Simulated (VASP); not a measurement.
# Al in VASP: notebook

The runs below take Al through single point, with PBE+D3(BJ).

All numbers are computed with VASP 6.6.1; they aren't measurements. Logs are shortened: lines on timing, memory, paths and dates and some standing lists are left out, and cuts for length are marked.

### Step 1. The cell of the first run

The cell holds a slab with vacuum, 20 atoms: a = 5.728 Å, b = 5.728 Å, c = 21.100 Å, α = 90.00°, β = 90.00°, γ = 90.00°.

### Step 2. Single point, PBE+D3(BJ)

INCAR

```
PREC = Accurate
ENCUT = 520
EDIFF = 1E-6
ISMEAR = -1
SIGMA = 0.1
LREAL = Auto
LASPH = True
NELM = 100
ALGO = Normal
ISIF = 2
LWAVE = False
LCHARG = True
GGA = PE
IVDW = 12
LELF = True
LVHAR = True
NBANDS = 46
```

KPOINTS

```
regular mesh
0
Gamma
  3 3 1
```

POSCAR

```
Al
1.0
    5.7275650000      0.0000000000      0.0000000000
    0.0000000000      5.7275650000      0.0000000000
    0.0000000000      0.0000000000     21.1000000000
Al
20
Direct
    0.0000000000      0.0000000000      0.0473933649
    0.5000030554      0.0000000000      0.0473933649
    0.0000000000      0.5000030554      0.0473933649
    0.5000030554      0.5000030554      0.0473933649
    0.2436637559      0.2231838486      0.1325829384
    0.7489046392      0.2433145674      0.1373033175
    0.2280899475      0.7444699449      0.1397582938
    0.7177919413      0.7513664184      0.1453649289
    0.0219814179     -0.0230115241      0.2277867299
    0.5121722757      0.0034395070      0.2309004739
   -0.0319332910      0.4432250005      0.2388578199
    0.4672317119      0.4857037851      0.2293270142
    0.2773604490      0.2711972714      0.3310900474
    0.7503537716      0.2478889371      0.3456066351
    0.2822665478      0.8037097789      0.3209289100
    0.7711304891      0.7734176740      0.3147535545
    0.0311650763      0.0235003880      0.4306540284
    0.5007014325      0.0813434679      0.4457440758
    0.0539845467      0.5359694739      0.4179857820
    0.5081740670      0.6103291713      0.4174644550
```

Potentials or basis: VASP PAW PBE potentials, release 64 (Al).

Run with:

```console
> cat potpaw_PBE.64/Al/POTCAR > POTCAR
> mpirun -np 1 vasp_std > vasp.out
```

OUTCAR:

```text
PREC = Accurate
   ENCUT = 520
   EDIFF = 1E-6
   ISMEAR = -1
   LREAL = Auto
   LASPH = True
   NELM = 100
   ISIF = 2
   GGA = PE
   IVDW = 12
 IVDW          = 12

 ion  position               nearest neighbor table
   1  0.000  0.000  0.047-   5 2.61   6 2.76   7 2.77   3 2.86   2 2.86   3 2.86   2 2.86   8 2.99

   2  0.500  0.000  0.047-   5 2.65   6 2.75   8 2.80   4 2.86   1 2.86   4 2.86   1 2.86   7 2.89

   3  0.000  0.500  0.047-   7 2.73   5 2.77   6 2.80   4 2.86   1 2.86   4 2.86   1 2.86   8 2.99
[... 14 lines left out ...]
                             9 2.92  13 2.94  12 2.98  14 3.11
  11  0.968  0.443  0.239-   9 2.70  16 2.72   6 2.73  14 2.81  13 2.81  12 2.88  12 2.89   8 3.01
                             5 3.02   9 3.08   7 3.09  15 3.24
  12  0.467  0.486  0.229-  13 2.70   8 2.74   7 2.76  10 2.77   5 2.84  15 2.86  11 2.88   6 2.88
                            11 2.89  10 2.98  16 3.00  14 3.24
  13  0.277  0.271  0.331-  15 2.69  19 2.70  12 2.70  14 2.73  11 2.81  17 2.90  10 2.94  18 2.94
                            20 2.97  14 3.04  15 3.06   9 3.12
  14  0.750  0.248  0.346-  18 2.72  13 2.73  17 2.73  16 2.80  11 2.81  19 2.84  20 2.92  13 3.04
                            16 3.08  10 3.11  12 3.24   9 3.32
  15  0.282  0.804  0.321-  10 2.58  20 2.66   9 2.66  13 2.69  16 2.81  12 2.86  19 2.87  16 2.94
                            17 3.00  13 3.06  11 3.24  18 3.32
  16  0.771  0.773  0.315-   9 2.61  10 2.66  11 2.72  14 2.80  20 2.80  15 2.81  15 2.94  12 3.00
                            19 3.04  14 3.08  17 3.20
  17  0.031  0.024  0.431-  18 2.73  14 2.73  19 2.81  13 2.90  19 2.95  15 3.00  18 3.07  16 3.20

  18  0.501  0.081  0.446-  14 2.72  17 2.73  20 2.76  13 2.94  17 3.07  20 3.09  15 3.32
  19  0.054  0.536  0.418-  20 2.64  13 2.70  17 2.81  14 2.84  15 2.87  17 2.95  16 3.04  20 3.16

  20  0.508  0.610  0.417-  19 2.64  15 2.66  18 2.76  16 2.80  14 2.92  13 2.97  18 3.09  19 3.16

  LATTYP: Found a simple tetragonal cell.
 ALAT       =     5.7275650000
 C/A-ratio  =     3.6839389863

  Lattice vectors:

 A1 = (   5.7275650000,   0.0000000000,   0.0000000000)
 A2 = (   0.0000000000,   5.7275650000,   0.0000000000)
 A3 = (   0.0000000000,   0.0000000000,  21.1000000000)

Analysis of symmetry for initial positions (statically):
=====================================================================
 Subroutine PRICEL returns:
 Original cell was already a primitive cell.

 Routine SETGRP: Setting up the symmetry group for a
 simple tetragonal supercell.

 Subroutine GETGRP returns: Found  1 space group operations
 (whereof  1 operations were pure point group operations)
 out of a pool of 16 trial point group operations.

The static configuration has the point symmetry C_1 .

Analysis of symmetry for dynamics (positions and initial velocities):
=====================================================================
 Subroutine PRICEL returns:
 Original cell was already a primitive cell.

 Routine SETGRP: Setting up the symmetry group for a
 simple tetragonal supercell.

 Subroutine GETGRP returns: Found  1 space group operations
 (whereof  1 operations were pure point group operations)
 out of a pool of 16 trial point group operations.

The dynamic configuration has the point symmetry C_1 .

 Subroutine INISYM returns: Found  1 space group operations
 (whereof  1 operations are pure point group operations),
 and found     1 'primitive' translations

----------------------------------------------------------------------------------------

                                     Primitive cell

  volume of cell :     692.1855

  direct lattice vectors                    reciprocal lattice vectors
     5.727565000  0.000000000  0.000000000     0.174594265  0.000000000  0.000000000
     0.000000000  5.727565000  0.000000000     0.000000000  0.174594265  0.000000000
     0.000000000  0.000000000 21.100000000     0.000000000  0.000000000  0.047393365

  length of vectors
     5.727565000  5.727565000 21.100000000     0.174594265  0.174594265  0.047393365

  position of ions in fractional coordinates (direct lattice)
     0.000000000  0.000000000  0.047393365
     0.500003055  0.000000000  0.047393365
     0.000000000  0.500003055  0.047393365
     0.500003055  0.500003055  0.047393365
     0.243663756  0.223183849  0.132582938
     0.748904639  0.243314567  0.137303317
[... 12 lines left out ...]
     0.053984547  0.535969474  0.417985782
     0.508174067  0.610329171  0.417464455

  ion indices of the primitive-cell ions
   primitive index   ion index
                 1           1
                 2           2
                 3           3
                 4           4
                 5           5
                 6           6
[... 12 lines left out ...]
                19          19
                20          20

----------------------------------------------------------------------------------------

 KPOINTS: regular mesh

Automatic generation of k-mesh.
 Grid dimensions read from file:
 generate k-points for:    3    3    1

 Generating k-lattice:

  Cartesian coordinates                     Fractional coordinates (reciprocal lattice)
     0.058198088  0.000000000  0.000000000     0.333333333  0.000000000  0.000000000
     0.000000000  0.058198088  0.000000000     0.000000000  0.333333333  0.000000000
     0.000000000  0.000000000  0.047393365     0.000000000  0.000000000  1.000000000

  Length of vectors
     0.058198088  0.058198088  0.047393365

  Shift w.r.t. Gamma in fractional coordinates (k-lattice)
     0.000000000  0.000000000  0.000000000

 Subroutine IBZKPT returns following result:
 ===========================================

 Found      5 irreducible k-points:

 Following reciprocal coordinates:
            Coordinates               Weight
  0.000000  0.000000  0.000000      1.000000
  0.333333  0.000000  0.000000      2.000000
  0.000000  0.333333  0.000000      2.000000
  0.333333  0.333333  0.000000      2.000000
 -0.333333  0.333333  0.000000      2.000000
   k-points           NKPTS =      5   k-points in BZ     NKDIM =      5   number of bands    NBANDS=     46
   number of dos      NEDOS =    301   number of ions     NIONS =     20
   total plane-waves  NPLWV = 368640
   dimension x,y,z NGX =    48 NGY =   48 NGZ =  160
   dimension x,y,z NGXF=    96 NGYF=   96 NGZF=  320
   ions per type =              20
   NGX,Y,Z   is equivalent  to a cutoff of  13.93, 13.93, 12.61 a.u.
   NGXF,Y,Z  is equivalent  to a cutoff of  27.86, 27.86, 25.21 a.u.
 SYSTEM =  unknown system
   PREC   = accura    normal or accurate (medium, high low for compatibility)
   ISTART =      0    job   : 0-new  1-cont  2-samecut
   ICHARG =      2    charge: 1-file 2-atom 10-const
   ISPIN  =      1    spin polarized calculation?
   LNONCOLLINEAR =      F non collinear calculations
   LSORBIT =      F    spin-orbit coupling
   LASPH  =      T    aspherical Exc in radial PAW
   ENCUT  =  520.0 eV  38.22 Ry    6.18 a.u.  10.65 10.65 39.23*2*pi/ulx,y,z
   NELM   =    100;   NELMIN=  2; NELMDL= -5     # of ELM steps
   EDIFF  = 0.1E-05   stopping-criterion for ELM
   LREAL  =      T    real-space projection
   EDIFFG = 0.1E-04   stopping-criterion for IOM
   NSW    =      0    number of steps for IOM
   IBRION =     -1    ionic relax: 0-MD 1-quasi-New 2-CG
   NFREE  =      0    steps in history (QN), initial steepest desc. (CG)
   ISIF   =      2    stress and relaxation
   ISYM   =      2    0-nonsym 1-usesym 2-fastsym
   POTIM  = 0.5000    time-step for ionic-motion
   TEBEG  =    0.0;   TEEND  =   0.0 temperature during run
   PSTRESS=    0.0 pullay stress
   NELECT =      60.0000    total number of electrons
   NUPDOWN=      -1.0000    fix difference up-down
   EMIN   =  10.00;   EMAX   =-10.00  energy-range for DOS
   EFERMI =   0.00;   METHOD = LEGACY
   ISMEAR =    -1;   SIGMA  =   0.10  broadening in eV -4-tet -1-fermi 0-gaus
   EFERMI_NEDOS =   21; number of points for ismear=-14 and -15
   IALGO  =     38    algorithm
   IMIX   =      4    mixing-type and parameters
     AMIX     =   0.40;   BMIX     =  1.00
     AMIX_MAG =   1.60;   BMIX_MAG =  1.00
  volume/ion in A,a.u.               =      34.61       233.55
  Fermi-wavevector in a.u.,A,eV,Ry     =   0.724521  1.369146  7.142119  0.524931
  Thomas-Fermi vector in A             =   1.815012
   LORBIT       =      0    0 simple, 1 ext, 2 COOP (PROOUT), +10 PAW based schemes
   GGA     = PE    functional components
   LHFCALC =     F    Hartree Fock is set to
   AEXX    =    0.0000 exact exchange contribution
   IVDW    =    12    specifies the selected vdW correction
   LEPSILON=     F    determine dielectric tensor
   LRPA    =     F    only Hartree local field effects (RPA)
 non-spin polarized calculation
  energy-cutoff  :      520.00
  volume of cell :      692.19
 maximum number of plane-waves:     18687
 NGX is ok and might be reduce to    42
   NGX = 21   NGY = 21   NGZ = 79

 number of electron      60.0000000 magnetization

 Free energy of the ion-electron system (eV)
  ---------------------------------------------------
  ext. energy  EPLUGINS =         0.00000000
  ---------------------------------------------------
  free energy    TOTEN  =       -70.04655030 eV

  energy without entropy =      -69.70043703  energy(sigma->0) =      -69.87349367

 E-fermi :   1.6531     XC(G=0):  -5.7790

 val. band max:        1.6476828210   @ k =  -0.3333   0.3333   0.0000
 cond. band min:       1.6658320921   @ k =   0.0000   0.0000   0.0000
 fundamental gap:      0.0181492711
 Fermi energy:         1.6531142575

 k-point     1 :       0.0000    0.0000    0.0000
  band No.  band energies     occupation
      1      -9.2084      2.00000
      2      -8.1256      2.00000
      3      -6.6895      2.00000
      4      -4.8739      2.00000
      5      -4.8593      2.00000
      6      -4.7698      2.00000
[... 214 lines left out ...]
     41       3.7572      0.00000
     42       4.1933      0.00000
 [bands above 42 left out]

------------------------ aborting loop because EDIFF is reached ----------------------------------------

 Edisp (eV)   -5.19532

 E8    (eV) :    -2.3970

  FORCE on cell =-STRESS in cart. coord.  units (eV):
  Direction    XX          YY          ZZ          XY          YZ          ZX
  --------------------------------------------------------------------------------------
  -------------------------------------------------------------------------------------
  Total      -6.58680    -5.89504     2.45137    -0.71683    -0.80938    -1.32121
  in kB     -15.24623   -13.64505     5.67409    -1.65923    -1.87344    -3.05815
  external pressure =       -7.74 kB  Pullay stress =        0.00 kB

 VOLUME and BASIS-vectors are now :
 -----------------------------------------------------------------------------
  energy-cutoff  :      520.00
  volume of cell :      692.19
      direct lattice vectors                 reciprocal lattice vectors
     5.727565000  0.000000000  0.000000000     0.174594265  0.000000000  0.000000000
     0.000000000  5.727565000  0.000000000     0.000000000  0.174594265  0.000000000
     0.000000000  0.000000000 21.100000000     0.000000000  0.000000000  0.047393365

 POSITION                                       TOTAL-FORCE (eV/Angst)
 -----------------------------------------------------------------------------------
      0.00000      0.00000      1.00000        -0.364833     -0.333326     -0.479700
      2.86380      0.00000      1.00000         0.142417     -0.321239     -0.401845
      0.00000      2.86380      1.00000        -0.214085      0.128004     -0.154678
      2.86380      2.86380      1.00000         0.066510      0.139783     -0.040804
      1.39560      1.27830      2.79750         0.082279      0.806428      0.630882
      4.28940      1.39360      2.89710        -0.030668      0.304884      0.098362
[... 12 lines left out ...]
      0.30920      3.06980      8.81950        -0.681183      0.141433     -0.053139
      2.91060      3.49570      8.80850         0.682866     -0.520391      0.201619
 -----------------------------------------------------------------------------------
    total drift:                               -0.008368      0.012060     -0.008544

  FREE ENERGIE OF THE ION-ELECTRON SYSTEM (eV)
  ---------------------------------------------------
  free  energy   TOTEN  =       -75.2418727577 eV

  energy  without entropy=      -74.8957594917  energy(sigma->0) =      -75.06881612
```

It took 6.1 min on 1 thread of Intel Xeon Platinum 8375C at 2.90GHz (Ice Lake), shared host; peak memory 0.7 GiB.

What came out:

```
Free energy                : -75.2419 eV
Largest force              : 1.115 eV/Å
Band gap on the k mesh     : zero (band 30 reaches 1.65 eV, above the bottom of band 31 at 1.37 eV)
Dispersion energy per atom : -0.260 eV
```

Forces in eV/Å, atoms in the order of the input:
```
Al  -0.365 -0.333 -0.480
Al   0.142 -0.321 -0.402
Al  -0.214  0.128 -0.155
Al   0.067  0.140 -0.041
Al   0.082  0.806  0.631
Al  -0.031  0.305  0.098
Al   0.163 -0.649 -0.235
Al   0.642 -0.598 -0.534
Al  -0.376  0.480  0.328
Al  -0.055  0.639  0.087
Al   0.240  0.424 -0.108
Al   0.216 -0.031  0.253
Al  -0.221  0.138  0.135
Al   0.282  0.468 -0.372
Al  -0.463 -0.627  0.667
Al   0.045 -0.532  0.979
Al  -0.177 -0.160 -0.396
Al   0.021  0.103 -0.605
Al  -0.681  0.141 -0.053
Al   0.683 -0.520  0.202
```

Levels at points of the mesh, in eV from the Fermi level:
```
           k point  band 26  band 27  band 28  band 29  band 30  band 31  band 32  band 33  band 34  band 35
(0.00, 0.00, 0.00)    -1.61    -1.41    -1.33    -0.55    -0.41    -0.29     0.01     0.13     0.17     0.57
```

Caveat: the k points lie up to 0.37 Å⁻¹ apart.

### Step 3. Single point, PBE+D3(BJ)

INCAR

```
SYSTEM = Al
ALGO = Normal ; EDIFF = 1E-7
ENCUT = 520 ; GGA = PE
ISIF = 2 ; ISMEAR = -1
IVDW = 12 ; LASPH = .TRUE.
LCHARG = .FALSE. ; LREAL = Auto
LWAVE = .FALSE. ; NBANDS = 46
NELM = 60 ; PREC = Accurate
SIGMA = 0.1
```

KPOINTS

```
k-points
0
G
  3 3 1
  0 0 0
```

POSCAR

```
Al
1.0
    5.7275650000      0.0000000000      0.0000000000
    0.0000000000      5.7275650000      0.0000000000
    0.0000000000      0.0000000000     21.1000000000
Al
20
Direct
    0.0000000000      0.0000000000      0.0473933649
    0.5000030554      0.0000000000      0.0473933649
    0.0000000000      0.5000030554      0.0473933649
    0.5000030554      0.5000030554      0.0473933649
    0.2539124392      0.2703592190      0.1472037915
    0.7552249516      0.2384433874      0.1377298578
    0.2618913971      0.7293151627      0.1441895735
    0.7849408955      0.7272724098      0.1352843602
   -0.0151547822      0.0164467797      0.2388151659
    0.5151229187      0.0333649640      0.2439715640
   -0.0133390018      0.5350266649      0.2261800948
    0.4963365758      0.5129055716      0.2440047393
    0.2881329151      0.2909264234      0.3428578199
    0.8075333933      0.2875567540      0.3281706161
    0.2600930762      0.7750414007      0.3374265403
    0.7815188479      0.7772412884      0.3363933649
   -0.0022173472      0.0495673118      0.4243317536
    0.5354806100      0.1374929835      0.4376824645
    0.0124834899      0.5785180963      0.4267488152
    0.5748166978      0.6158987283      0.4401137441
```

Potentials or basis: VASP PAW PBE potentials, release 64 (Al).

Run with:

```console
> cat potpaw_PBE.64/Al/POTCAR > POTCAR
> mpirun -np 1 vasp_std > vasp.out
```

Run time: 5.9 min. Hardware: 1 thread of Intel Xeon Platinum 8375C at 2.90GHz (Ice Lake), shared host; peak memory 0.69 GiB.

Results (log left out):

```
Free energy                : -75.0447 eV
Largest force              : 1.838 eV/Å
Band gap on the k mesh     : zero (band 30 reaches 1.65 eV, above the bottom of band 31 at 1.35 eV)
Dispersion energy per atom : -0.257 eV
```

Forces on the atoms (eV/Å):
```
Al   0.400 -0.013 -0.040
Al  -0.223 -0.036  0.229
Al   0.452 -0.276 -0.458
Al  -0.134 -0.123 -0.046
Al   0.266 -1.040 -0.193
Al  -0.304 -0.144  0.377
Al   0.650  1.283 -0.260
Al  -1.298  1.019  0.095
Al   0.825  0.012 -0.372
Al  -0.548 -0.379 -0.235
Al   0.169 -0.640  1.715
Al   0.118  0.350 -0.189
Al  -0.076  0.058 -0.449
Al  -0.584  0.287  0.354
Al   0.678  0.407 -0.401
Al  -0.721  0.318 -0.903
Al   0.439  0.211  0.407
Al   0.036 -0.579  0.008
Al   0.972 -0.871  0.511
Al  -1.116  0.157 -0.148
```

Levels at points of the mesh, in eV from the Fermi level:
```
           k point  band 28  band 29  band 30  band 31  band 32  band 33
(0.00, 0.00, 0.00)    -1.09    -0.57    -0.53    -0.28     0.00     0.11
```

Caveat: the k points lie up to 0.37 Å⁻¹ apart.

(Part 1 of 2 ends here.)
